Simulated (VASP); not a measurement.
The system is PbF2.

```
CELL_PARAMETERS angstrom
0.00000 2.96366 2.96366
2.96366 0.00000 2.96366
2.96366 2.96366 0.00000
ATOMIC_POSITIONS crystal
Pb 0.00000 0.00000 0.00000
F 0.75000 0.75000 0.75000
F 0.25000 0.25000 0.25000
```

| Quantity | Value |
| --- | --- |
| Program | VASP 6.6.1 |
| Task | relaxation of cell and atoms |
| Functional | RPBE |
| Dispersion | D4 |
| Potentials or basis | VASP PAW PBE potentials, release 64 (Pb_d, F) |
| Cutoff | 600 eV |
| k mesh | 8 × 8 × 8 |
| Occupations | fermi-dirac, width 0.05 eV |
| Spin | no spin polarisation |

At the start: pressure 9.0 GPa; volume 17.35 Å³/atom.

Problem. Where does the relaxation end?

Solution. Over 6 steps the energy falls by 29.9 meV/atom and the volume is 18.20 Å³/atom (+4.9 %); space group Fm-3m (No. 225, to 0.1 Å) before and after.

The path:
```csv
step,energy change (eV),largest force (eV/Å),pressure (GPa),volume (Å³)
1,0.0000,0.0000,9.02,52.06
2,-0.0187,0.0000,-4.75,59.78
3,-0.0839,0.0000,-1.51,55.68
4,-0.0882,0.0000,-0.88,55.12
5,-0.0897,0.0000,0.33,54.43
6,-0.0898,0.0000,-0.07,54.61
```

Final structure:
```xyz
3
Lattice="0.0000 3.0113 3.0113 3.0113 0.0000 3.0113 3.0113 3.0113 0.0000" Properties=species:S:1:pos:R:3 pbc="T T T"
Pb    0.0000    0.0000    0.0000
F     4.5170    4.5170    4.5170
F     1.5057    1.5057    1.5057
```

Caveat: the PAW data sets were made with another functional, which shifts forces and pressure a little.
